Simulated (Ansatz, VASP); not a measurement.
## V: VASP beside Ansatz

```
V
1.0
    -1.50285    1.50285    1.50285
     1.50285   -1.50285    1.50285
     1.50285    1.50285   -1.50285
V
1
Direct
  0.00000 0.00000 0.00000
```

Change from the starting cell: volume scaled by 0.98.

Alike in both runs: task single point; functional PBE; k mesh 19 × 19 × 19; occupations fermi-dirac, width 0.03 eV; collinear spin.

|  | VASP | Ansatz |
| --- | --- | --- |
| version | VASP 6.6.1 | Ansatz 0.2.0 |
| potentials or method | VASP PAW PBE potentials, release 64 (V_sv), cutoff 520 eV | all-electron LAPW, scalar-relativistic |

Ansatz gave:

- pressure (GPa): -1.8
- net moment per atom (μB): 0.00

Problem. Estimate VASP's values.

Solution. Pressure (GPa): -1.5; net moment per atom (μB): 0.00.

Ansatz ran all-electron here, and VASP with PAW potentials. Ansatz's warnings: seeded moment not kept.
